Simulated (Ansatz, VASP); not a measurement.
# Two plane-wave programs on As2Se

```
CELL_PARAMETERS angstrom
-3.52942 3.52942 2.65357
3.52942 -3.52942 2.65357
3.52942 3.52942 -2.65357
ATOMIC_POSITIONS crystal
As 0.87500 0.12500 0.75000
As 0.37500 0.12500 0.25000
As 0.87500 0.12500 0.25000
As 0.87500 0.62500 0.75000
Se 0.50000 0.50000 0.00000
Se 0.25000 0.75000 0.50000
```

Alike in both runs: task relaxation of cell and atoms; functional LDA; k mesh 6 × 6 × 6; no spin polarisation.

|  | VASP | Ansatz |
| --- | --- | --- |
| version | VASP 6.6.1 | Ansatz 0.2.0 |
| potentials or method | VASP PAW LDA potentials, release 64 (As, Se), cutoff 500 eV | plane waves, PAW |
| occupations | fermi-dirac, width 0.1 eV | fermi-dirac |
| valence electrons in the cell | 32 | 92 |

|  | VASP | Ansatz | Ansatz less VASP |
| --- | --- | --- | --- |
| relaxed volume (Å³/atom) | 20.65 | 20.58 | -0.070 |
| relaxed cell length with the largest relative difference (Å) | 5.533 | 5.523 | -0.0097 |

LDA's correlation is that of Perdew and Zunger in VASP and of Perdew and Wang (1992) in Ansatz. VASP's potentials hold 32 valence electrons a cell and Ansatz's 92, so a difference there can come from the potentials and not from the codes.
